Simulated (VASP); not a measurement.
# TaN (P6/mmm) in VASP: notebook

TaN is run at these levels: PBE; tasks: single point.

All numbers are computed with VASP 6.6.1; they aren't measurements. Logs are shortened: lines on timing, memory, paths and dates and some standing lists are left out, and cuts for length are marked.

## (1) The cell of the first run

The structure is hexagonal, space group P6/mmm (No. 191). The conventional cell has a = 5.191 Å, b = 5.191 Å, c = 2.908 Å, α = 90.00°, β = 90.00°, γ = 120.00°. Ta (site symmetry 6/mmm) has 6 N at 2.60 Å and 14 Ta at 2.91 to 3.33 Å within 3.4 Å. Within 2.8 Å of Ta (site symmetry -6m2) lie 6 N at 2.09 Å. N (site symmetry mmm) has 6 Ta at 2.09 to 2.60 Å and 4 N at 2.60 Å within 2.8 Å.

## (2) Single point, PBE

File INCAR:

```
SYSTEM = TaN
  ALGO = Normal
  EDIFF = 1E-7
  ENCUT = 520
  GGA = PE
  ISIF = 2
  ISMEAR = 1
  LASPH = .TRUE.
  LCHARG = .FALSE.
  LREAL = .FALSE.
  LWAVE = .FALSE.
  NBANDS = 33
  NELM = 80
  PREC = Accurate
  SIGMA = 0.05
```

File KPOINTS:

```
k-points
0
G
  5 5 8
  0 0 0
```

File POSCAR:

```
TaN
1.0
    5.1910000000      0.0000000000      0.0000000000
   -2.5955000000      4.4955380000      0.0000000000
    0.0000000000      0.0000000000      2.9080000000
Ta N
3 3
Direct
    0.0000000000      0.0000000000      0.0000000000
    0.3333333333      0.6666666667      0.5000000000
    0.6666666667      0.3333333333      0.5000000000
    0.5000000000      0.0000000000      0.0000000000
    0.5000000000      0.5000000000      0.0000000000
    0.0000000000      0.5000000000      0.0000000000
```

Potentials or basis: VASP PAW PBE potentials, release 64 (Ta_pv, N).

Launch:

```bash
> cat potpaw_PBE.64/Ta_pv/POTCAR potpaw_PBE.64/N/POTCAR > POTCAR
> mpirun -np 1 vasp_std > vasp.out
```

OUTCAR:

```text
SYSTEM = TaN
   EDIFF = 1E-7
   ENCUT = 520
   GGA = PE
   ISIF = 2
   ISMEAR = 1
   LASPH = .TRUE.
   LREAL = .FALSE.
   NELM = 80
   PREC = Accurate

 ion  position               nearest neighbor table
   1  0.000  0.000  0.000-   4 2.60   4 2.60   6 2.60   6 2.60   5 2.60   5 2.60   3 3.33   3 3.33
                             2 3.33   2 3.33   2 3.33   3 3.33   2 3.33   3 3.33   2 3.33   3 3.33
   2  0.333  0.667  0.500-   6 2.09   6 2.09   5 2.09   5 2.09   4 2.09   4 2.09   3 3.00   3 3.00
                             3 3.00   1 3.33   1 3.33   1 3.33   1 3.33   1 3.33   1 3.33
   3  0.667  0.333  0.500-   6 2.09   6 2.09   5 2.09   5 2.09   4 2.09   4 2.09   2 3.00   2 3.00
                             2 3.00   1 3.33   1 3.33   1 3.33   1 3.33   1 3.33   1 3.33
   4  0.500  0.000  0.000-   2 2.09   3 2.09   2 2.09   3 2.09   1 2.60   1 2.60
   5  0.500  0.500  0.000-   2 2.09   3 2.09   2 2.09   3 2.09   1 2.60   1 2.60
   6  0.000  0.500  0.000-   2 2.09   3 2.09   2 2.09   3 2.09   1 2.60   1 2.60

  LATTYP: Found a hexagonal cell.
 ALAT       =     5.1910000000
 C/A-ratio  =     0.5602003468

  Lattice vectors:

 A1 = (   5.1910000000,   0.0000000000,   0.0000000000)
 A2 = (  -2.5955000000,   4.4955380000,   0.0000000000)
 A3 = (   0.0000000000,   0.0000000000,   2.9080000000)

Analysis of symmetry for initial positions (statically):
=====================================================================
 Subroutine PRICEL returns:
 Original cell was already a primitive cell.

 Routine SETGRP: Setting up the symmetry group for a
 hexagonal supercell.

 Subroutine GETGRP returns: Found 24 space group operations
 (whereof 24 operations were pure point group operations)
 out of a pool of 24 trial point group operations.

The static configuration has the point symmetry D_6h.

Analysis of symmetry for dynamics (positions and initial velocities):
=====================================================================
 Subroutine PRICEL returns:
 Original cell was already a primitive cell.

 Routine SETGRP: Setting up the symmetry group for a
 hexagonal supercell.

 Subroutine GETGRP returns: Found 24 space group operations
 (whereof 24 operations were pure point group operations)
 out of a pool of 24 trial point group operations.

The dynamic configuration has the point symmetry D_6h.

 Subroutine INISYM returns: Found 24 space group operations
 (whereof 24 operations are pure point group operations),
 and found     1 'primitive' translations

[... 100 lines left out ...]
   NELM   =     80;   NELMIN=  2; NELMDL= -5     # of ELM steps
   EDIFF  = 0.1E-06   stopping-criterion for ELM
   LREAL  =      F    real-space projection
   EDIFFG = 0.1E-05   stopping-criterion for IOM
   NSW    =      0    number of steps for IOM
   IBRION =     -1    ionic relax: 0-MD 1-quasi-New 2-CG
   NFREE  =      0    steps in history (QN), initial steepest desc. (CG)
   ISIF   =      2    stress and relaxation
   ISYM   =      2    0-nonsym 1-usesym 2-fastsym
   POTIM  = 0.5000    time-step for ionic-motion
   TEBEG  =    0.0;   TEEND  =   0.0 temperature during run
   PSTRESS=    0.0 pullay stress
   NELECT =      48.0000    total number of electrons
   NUPDOWN=      -1.0000    fix difference up-down
   EMIN   =  10.00;   EMAX   =-10.00  energy-range for DOS
   EFERMI =   0.00;   METHOD = LEGACY
   ISMEAR =     1;   SIGMA  =   0.05  broadening in eV -4-tet -1-fermi 0-gaus
   EFERMI_NEDOS =   21; number of points for ismear=-14 and -15
   IALGO  =     38    algorithm
   IMIX   =      4    mixing-type and parameters
     AMIX     =   0.40;   BMIX     =  1.00
     AMIX_MAG =   1.60;   BMIX_MAG =  1.00
  volume/ion in A,a.u.               =      11.31        76.33
  Fermi-wavevector in a.u.,A,eV,Ry     =   1.458634  2.756418 28.947918  2.127612
  Thomas-Fermi vector in A             =   2.575295
   LORBIT       =      0    0 simple, 1 ext, 2 COOP (PROOUT), +10 PAW based schemes
   GGA     = PE    functional components
   LHFCALC =     F    Hartree Fock is set to
   AEXX    =    0.0000 exact exchange contribution
   IVDW    =     0    specifies the selected vdW correction
   LEPSILON=     F    determine dielectric tensor
   LRPA    =     F    only Hartree local field effects (RPA)
 non-spin polarized calculation
 Methfessel and Paxton  Order N= 1 SIGMA  =   0.05
  energy-cutoff  :      520.00
  volume of cell :       67.86
 maximum number of plane-waves:      1858
 NGX is ok and might be reduce to    40
   NGX = 19   NGY = 19   NGZ = 11

 number of electron      47.9999998 magnetization

 Free energy of the ion-electron system (eV)
  ---------------------------------------------------
  ext. energy  EPLUGINS =         0.00000000
  ---------------------------------------------------
  free energy    TOTEN  =       -64.73232496 eV

  energy without entropy =      -64.73284361  energy(sigma->0) =      -64.73249785

 E-fermi :   8.2186     XC(G=0): -13.0443

 val. band max:        8.1946884198   @ k =   0.0000   0.0000   0.3750
 cond. band min:       8.2630287360   @ k =   0.2000   0.0000   0.2500
 fundamental gap:      0.0683403162
 Fermi energy:         8.2186282062

 k-point     1 :       0.0000    0.0000    0.0000
  band No.  band energies     occupation
      1     -28.0179      2.00000
      2     -28.0179      2.00000
      3     -27.6312      2.00000
      4     -27.6312      2.00000
      5     -27.3994      2.00000
      6     -27.3025      2.00000
[... 853 lines left out ...]
     32      12.1452      0.00000
     33      13.5543      0.00000

 [... further k-points ...]
[... 5 lines left out ...]
  --------------------------------------------------------------------------------------
  -------------------------------------------------------------------------------------
  Total        4.1656595      4.1656598      5.0305251      0.0000000     -0.0000000     -0.0000000
  in kB       98.3483889     98.3483945    118.7672765      0.0000000     -0.0000000     -0.0000000
  external PRESSURE =     105.1546866 kB  Pullay stress =       0.0000000 kB

 VOLUME and BASIS-vectors are now :
 -----------------------------------------------------------------------------
  energy-cutoff  :      520.00
  volume of cell :       67.86
      direct lattice vectors                 reciprocal lattice vectors
     5.191000000  0.000000000  0.000000000     0.192641110  0.111221393  0.000000000
    -2.595500000  4.495538000  0.000000000     0.000000000  0.222442787  0.000000000
     0.000000000  0.000000000  2.908000000     0.000000000  0.000000000  0.343878955

 POSITION                                       TOTAL-FORCE (eV/Angst)
 -----------------------------------------------------------------------------------
      0.00000      0.00000      0.00000        -0.000000     -0.000000      0.000000
     -0.00000      2.99703      1.45400         0.000000     -0.000000      0.000000
      2.59550      1.49851      1.45400         0.000000      0.000000     -0.000000
      2.59550      0.00000      0.00000        -0.000000     -0.000000      0.000000
      1.29775      2.24777      0.00000        -0.000000     -0.000000      0.000000
     -1.29775      2.24777      0.00000        -0.000000     -0.000000      0.000000
 -----------------------------------------------------------------------------------
    total drift:                               -0.000000      0.000000     -0.000000

  FREE ENERGIE OF THE ION-ELECTRON SYSTEM (eV)
  ---------------------------------------------------
  free  energy   TOTEN  =       -64.7323249627 eV

  energy  without entropy=      -64.7328436122  energy(sigma->0) =      -64.73249785
```

stdout:

```text
POSCAR found type information on POSCAR TaN
 POSCAR found :  2 types and       6 ions
 scaLAPACK will be used
 LDA part: xc-table for (Slater+PW92), standard interpolation
 POSCAR, INCAR and KPOINTS ok, starting setup
 FFT: planning ... GRIDC
 FFT: planning ... GRID_SOFT
 FFT: planning ... GRID
 WAVECAR not read
 entering main loop
```

It took 42 s on 1 thread of AMD EPYC 9R45 (Zen 5), shared host; peak memory 0.18 GiB.

What came out:

```yaml
Free_energy: -64.7323 eV
Pressure: 10.5 GPa
Band_gap_on_the_k_mesh: zero (band 24 reaches 9.08 eV, above the bottom of band 25 at 6.95 eV)
```

Stress tensor (GPa, compression positive):
```
 9.83  0.00  0.00
 0.00  9.83  0.00
 0.00  0.00 11.88
```

Caveat: spin-orbit coupling is left out, which moves the levels of the heavy elements.

## (3) Single point, PBE

File INCAR:

```
SYSTEM = TaN
PREC = Accurate
ENCUT = 520
EDIFF = 1E-7
ISMEAR = 1
SIGMA = 0.025
LREAL = .False.
LASPH = .True.
NELM = 60
ALGO = Normal
ISIF = 2
LWAVE = .False.
LCHARG = .True.
GGA = PE
LELF = .True.
LVHAR = .True.
NBANDS = 33
```

File KPOINTS:

```
Automatic mesh
0
Gamma
  5 5 8
  0 0 0
```

POSCAR is that of step 2.

Potentials or basis: VASP PAW PBE potentials, release 64 (Ta_pv, N).

Launch:

```bash
> cat potpaw_PBE.64/Ta_pv/POTCAR potpaw_PBE.64/N/POTCAR > POTCAR
> mpirun -np 1 vasp_std > vasp.out
```

It took 41 s on 1 thread of AMD EPYC 9R45 (Zen 5), shared host; peak memory 0.18 GiB.

Results (log left out):

| Property | Result |
| --- | --- |
| Free energy | -64.7325 eV |
| Pressure | 10.5 GPa |
| Band gap on the k mesh | zero (band 24 reaches 9.08 eV, above the bottom of band 25 at 6.95 eV) |

Stress tensor (GPa, compression positive):
```
 9.84  0.00  0.00
 0.00  9.84  0.00
 0.00  0.00 11.88
```

Levels at points of the mesh, in eV from the Fermi level:
| k point | band 21 | band 22 | band 23 | band 24 | band 25 | band 26 | band 27 | band 28 |
| --- | --- | --- | --- | --- | --- | --- | --- | --- |
| (0.00, 0.00, 0.00) | -3.07 | -2.56 | -2.11 | -1.29 | -1.29 | 0.78 | 0.78 | 1.20 |
| (0.00, 0.00, 0.50) | -3.16 | -3.16 | -1.98 | 0.83 | 0.83 | 1.42 | 1.74 | 2.48 |

Caveat: spin-orbit coupling is left out, which moves the levels of the heavy elements.
